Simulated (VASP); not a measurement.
Here is a VASP 6.6.1 calculation.

File INCAR:

```
PREC = Accurate
ENCUT = 600
EDIFF = 1E-7
ISMEAR = 0
SIGMA = 0.15
LREAL = F
LASPH = T
NELM = 120
ALGO = Normal
ISIF = 3
LWAVE = F
LCHARG = F
GGA = PE
IBRION = 2
NSW = 36
EDIFFG = -0.08
GGA_COMPAT = F
NELMIN = 4
```

File KPOINTS:

```
Automatic mesh
0
Gamma
  3 3 2
```

Contents of POSCAR:

```
Be3TeSe2
1.0
    4.1068170900      0.0000000000      0.0000000000
   -2.0534085500      3.5566079300      0.0000000000
    0.0000000000      0.0000000000      8.9734965100
Be Te Se
3 1 2
Direct
    0.6666666700      0.3333333300      0.3302615700
    0.6666666700      0.3333333300      0.6697384300
    0.6666666700      0.3333333300      0.5000000000
    0.0000000000      0.0000000000      0.5000000000
    0.0000000000      0.0000000000      0.2792672500
    0.0000000000      0.0000000000      0.7207327500
```

Potentials or basis: VASP PAW PBE potentials, release 64 (Be, Te, Se).

Command:

```console
$ cat potpaw_PBE.64/Be/POTCAR potpaw_PBE.64/Te/POTCAR potpaw_PBE.64/Se/POTCAR > POTCAR
$ mpirun -np 1 vasp_std > vasp.out
```

Question: Predict the space group after relaxing (to 0.1 Å).

Answer: P-6m2 (No. 187).

Question: Predict the relaxed cell.

Answer: a = 3.817 Å, b = 3.817 Å, c = 16.529 Å, α = 90.00°, β = 90.00°, γ = 120.00°.

Question: What does it give for the band gap on the k mesh?

Answer: 2.50 eV.

Step by step:
```tsv
step	energy change (eV)	largest force (eV/Å)	pressure (GPa)	volume (Å³)
1	0.0000	22.3706	46.97	131.07
2	-9.1152	2.2896	-5.70	253.10
3	-9.9672	2.6883	-6.28	242.71
4	-10.9195	2.9340	-6.79	232.25
5	-15.0221	2.2612	-7.62	181.57
6	-16.2065	2.0468	-4.02	156.30
7	-16.2046	1.9944	-4.35	157.20
8	-17.0740	1.3024	-2.11	145.12
9	-17.3479	0.7772	2.30	135.91
10	-17.3479	0.7479	2.63	135.37
11	-17.4956	0.5674	1.42	140.38
12	-17.8318	0.6169	-0.54	154.72
13	-18.4501	0.5676	-2.94	185.52
14	-17.0190	1.3192	-6.42	256.09
15	-18.5506	0.4420	-4.17	199.74
16	-18.5874	0.4380	-4.18	201.14
17	-18.6773	0.4440	-4.21	205.32
18	-18.7713	0.5259	-4.19	213.61
19	-18.7792	0.5901	-4.18	217.21
20	-18.8913	0.5725	-3.78	214.39
21	-19.1588	0.5152	-2.39	206.04
22	-19.3156	0.3831	1.52	189.89
23	-19.3309	0.4169	0.42	193.74
24	-19.3310	0.4129	0.54	193.28
25	-19.3387	0.3978	0.52	193.75
26	-19.3600	0.3537	0.47	195.15
27	-19.3955	0.2709	0.36	197.96
28	-19.4399	0.1245	0.14	203.59
29	-19.4323	0.1900	-0.33	214.95
30	-19.4520	0.0639	-0.06	208.58
```

Caveat: the k points lie up to 0.63 Å⁻¹ apart in the final cell; the volume moved by over 15 % at a fixed basis, so the end points are rough; spin-orbit coupling is left out, which moves the levels of the heavy elements; the relaxation stopped at a loose force limit of 0.08 eV/Å, so its end isn't a converged minimum. A k mesh can miss the band edges.
